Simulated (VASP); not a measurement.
# Hf (P6_3/mmc) in VASP: single point with HSE06

Aim: the single point of Hf with HSE06.

Everything below comes from runs of VASP 6.6.1. Logs are shortened: lines on timing, memory, paths and dates and some standing lists are left out, and cuts for length are marked.

### 1 The cell of the first run

Symmetry: P6_3/mmc, No. 194, hexagonal system. The conventional cell has a = 3.160 Å, b = 3.160 Å, c = 4.996 Å, α = 90.00°, β = 90.00°, γ = 120.00°. Within 4.1 Å of Hf (site symmetry -6m2) lie 12 Hf at 3.09 to 3.16 Å.

### 2 Single point, HSE06

File POSCAR:

```
Hf
1.0
    3.1603678985      0.0000000029      0.0000000000
   -1.5801839517      2.7369588839      0.0000000000
    0.0000000000      0.0000000000      4.9958824713
Hf
2
Direct
    0.3333333333      0.6666666667      0.2500000000
    0.6666666667      0.3333333333      0.7500000000
```

File INCAR.step1:

```
ALGO = Normal
EDIFF = 1E-5
ENCUT = 400
GGA = PE
GGA_COMPAT = False
ISIF = 2
ISMEAR = 0
LASPH = True
LCHARG = False
LREAL = False
LWAVE = True
NBANDS = 17
NELM = 120
PREC = Accurate
SIGMA = 0.1
```

File INCAR.step2:

```
ALGO = Normal
EDIFF = 1E-6
ENCUT = 400
GGA = PE
GGA_COMPAT = False
HFSCREEN = 0.2079
ISIF = 2
ISMEAR = 0
ISTART = 1
LASPH = True
LCHARG = False
LHFCALC = True
LREAL = False
LWAVE = False
NBANDS = 17
NELM = 120
PREC = Accurate
PRECFOCK = Normal
SIGMA = 0.1
```

File KPOINTS:

```
k-points
0
Gamma
  6 6 4
```

Potentials or basis: VASP PAW PBE potentials, release 64 (Hf_pv).

The run is started by

```bash
$ cat potpaw_PBE.64/Hf_pv/POTCAR > POTCAR
$ cp INCAR.step1 INCAR
$ mpirun -np 1 vasp_std > vasp.out
$ cp INCAR.step2 INCAR
$ mpirun -np 1 vasp_std > vasp.out
```

OUTCAR:

```text
EDIFF = 1E-6
   ENCUT = 400
   GGA = PE
   HFSCREEN = 0.2079
   ISIF = 2
   ISMEAR = 0
   ISTART = 1
   LASPH = True
   LHFCALC = True
   LREAL = False
   NELM = 120
   PREC = Accurate
   PRECFOCK = Normal

 ion  position               nearest neighbor table
   1  0.333  0.667  0.250-   2 3.09   2 3.09   2 3.09   2 3.09   2 3.09   2 3.09
   2  0.667  0.333  0.750-   1 3.09   1 3.09   1 3.09   1 3.09   1 3.09   1 3.09

  LATTYP: Found a hexagonal cell.
 ALAT       =     3.1603678985
 C/A-ratio  =     1.5807914242

  Lattice vectors:

 A1 = (   3.1603678985,   0.0000000029,   0.0000000000)
 A2 = (  -1.5801839517,   2.7369588839,   0.0000000000)
 A3 = (   0.0000000000,   0.0000000000,   4.9958824713)

Analysis of symmetry for initial positions (statically):
=====================================================================
 Subroutine PRICEL returns:
 Original cell was already a primitive cell.

 Routine SETGRP: Setting up the symmetry group for a
 hexagonal supercell.

 Subroutine GETGRP returns: Found 24 space group operations
 (whereof 12 operations were pure point group operations)
 out of a pool of 24 trial point group operations.

The static configuration has the point symmetry D_3d.
 The point group associated with its full space group is D_6h.

Analysis of symmetry for dynamics (positions and initial velocities):
=====================================================================
 Subroutine PRICEL returns:
 Original cell was already a primitive cell.

 Routine SETGRP: Setting up the symmetry group for a
 hexagonal supercell.

 Subroutine GETGRP returns: Found 24 space group operations
 (whereof 12 operations were pure point group operations)
 out of a pool of 24 trial point group operations.

The dynamic configuration has the point symmetry D_3d.
 The point group associated with its full space group is D_6h.

 Subroutine INISYM returns: Found 24 space group operations
 (whereof 12 operations are pure point group operations),
 and found     1 'primitive' translations

----------------------------------------------------------------------------------------

                                     Primitive cell

  volume of cell :      43.2134

  direct lattice vectors                    reciprocal lattice vectors
[... 88 lines left out ...]
   NFREE  =      0    steps in history (QN), initial steepest desc. (CG)
   ISIF   =      2    stress and relaxation
   ISYM   =      3    0-nonsym 1-usesym 2-fastsym
   POTIM  = 0.5000    time-step for ionic-motion
   TEBEG  =    0.0;   TEEND  =   0.0 temperature during run
   PSTRESS=    0.0 pullay stress
   NELECT =      20.0000    total number of electrons
   NUPDOWN=      -1.0000    fix difference up-down
   EMIN   =  10.00;   EMAX   =-10.00  energy-range for DOS
   EFERMI =   0.00;   METHOD = LEGACY
   ISMEAR =     0;   SIGMA  =   0.10  broadening in eV -4-tet -1-fermi 0-gaus
   EFERMI_NEDOS =   21; number of points for ismear=-14 and -15
   IALGO  =     38    algorithm
   IMIX   =      1    mixing-type and parameters
     AMIX     =   0.40;   BMIX     =  1.00
     AMIX_MAG =   1.60;   BMIX_MAG =  1.00
  volume/ion in A,a.u.               =      21.61       145.81
  Fermi-wavevector in a.u.,A,eV,Ry     =   1.266326  2.393009 21.818044  1.603581
  Thomas-Fermi vector in A             =   2.399532
   LORBIT       =      0    0 simple, 1 ext, 2 COOP (PROOUT), +10 PAW based schemes
   GGA     = PE    functional components
   LHFCALC =     T    Hartree Fock is set to
   PRECFOCK=normal    Normal, Fast or Accurate (Low or Medium for compatibility)
   ENCUT4O =  -1.0   cutoff for four orbital integrals eV
   NKREDX  =     1    reduce k-point grid by
   NKREDY  =     1    reduce k-point grid by
   NKREDZ  =     1    reduce k-point grid by
   AEXX    =    0.2500 exact exchange contribution
   HFSCREEN=    0.2079 screening length (either q_TF or 0.3 A-1)
   HFSCREENC=   0.2079 screening length for correlation (either q_TF or 0.3 A-1)
   ENCUTFOCK=  -1.0 apply spherical cutoff to Coloumb kernel
   IVDW    =     0    specifies the selected vdW correction
   LEPSILON=     F    determine dielectric tensor
   LRPA    =     F    only Hartree local field effects (RPA)
 non-spin polarized calculation
 Gauss-broadening in eV      SIGMA  =   0.10
  energy-cutoff  :      400.00
  volume of cell :       43.21
 maximum number of plane-waves:       808
 NGX is ok and might be reduce to    24
  NGX = 16; NGY = 16; NGZ = 28

 number of electron      19.9999997 magnetization

 Free energy of the ion-electron system (eV)
  ---------------------------------------------------
  ext. energy  EPLUGINS =         0.00000000
  ---------------------------------------------------
  free energy    TOTEN  =       -22.49604625 eV

  energy without entropy =      -22.48104241  energy(sigma->0) =      -22.48854433

 E-fermi :   5.2124     XC(G=0):  -9.4076

 val. band max:        5.2071108272   @ k =   0.3333   0.1667   0.5000
 cond. band min:       5.2342568112   @ k =   0.1667  -0.0000   0.0000
 fundamental gap:      0.0271459840
 Fermi energy:         5.2124456546

 k-point     1 :       0.0000    0.0000    0.0000
  band No.  band energies     occupation
      1     -28.3728      2.00000
      2     -27.4570      2.00000
      3     -27.4570      2.00000
      4     -27.3079      2.00000
      5     -27.3079      2.00000
      6     -27.2853      2.00000
[... 397 lines left out ...]
      4     -27.8639      2.00000
      5     -27.4532      2.00000
      6     -27.4532      2.00000
[... 9 lines left out ...]
     16      11.0493      0.00000
     17      14.8741      0.00000

------------------------ aborting loop because EDIFF is reached ----------------------------------------

  FORCE on cell =-STRESS in cart. coord.  units (eV):
  Direction    XX          YY          ZZ          XY          YZ          ZX
  --------------------------------------------------------------------------------------
  -------------------------------------------------------------------------------------
  Total        1.1503949      1.1503949      1.3426876      0.0000000      0.0000000      0.0000000
  in kB       42.6519997     42.6519997     49.7814358      0.0000000      0.0000000      0.0000000
  external PRESSURE =      45.0284784 kB  Pullay stress =       0.0000000 kB

 VOLUME and BASIS-vectors are now :
 -----------------------------------------------------------------------------
  energy-cutoff  :      400.00
  volume of cell :       43.21
      direct lattice vectors                 reciprocal lattice vectors
     3.160367899  0.000000003  0.000000000     0.316418857  0.182684513  0.000000000
    -1.580183952  2.736958884  0.000000000    -0.000000000  0.365369025  0.000000000
     0.000000000  0.000000000  4.995882471     0.000000000  0.000000000  0.200164837

 POSITION                                       TOTAL-FORCE (eV/Angst)
 -----------------------------------------------------------------------------------
     -0.00000      1.82464      1.24897        -0.000000     -0.000000      0.000000
      1.58018      0.91232      3.74691         0.000000      0.000000     -0.000000
 -----------------------------------------------------------------------------------
    total drift:                                0.000000      0.000000     -0.000000

  FREE ENERGIE OF THE ION-ELECTRON SYSTEM (eV)
  ---------------------------------------------------
  free  energy   TOTEN  =       -22.4960462461 eV

  energy  without entropy=      -22.4810424070  energy(sigma->0) =      -22.48854433
```

Run time: 27 min. Hardware: 1 thread of Intel Xeon Platinum 8488C (Sapphire Rapids), shared host; peak memory 0.27 GiB.

Results:

```yaml
Free_energy: -22.4960 eV
Pressure: 4.5 GPa
Band_gap_on_the_k_mesh: zero (bands 10 and 11 overlap by 2.13 eV)
```

Caveat: the k points lie up to 0.38 Å⁻¹ apart, too coarse for converged energies and pressures of a metal; the PAW data sets were made with another functional, which shifts forces and pressure a little; spin-orbit coupling is left out, which moves the levels of the heavy elements.
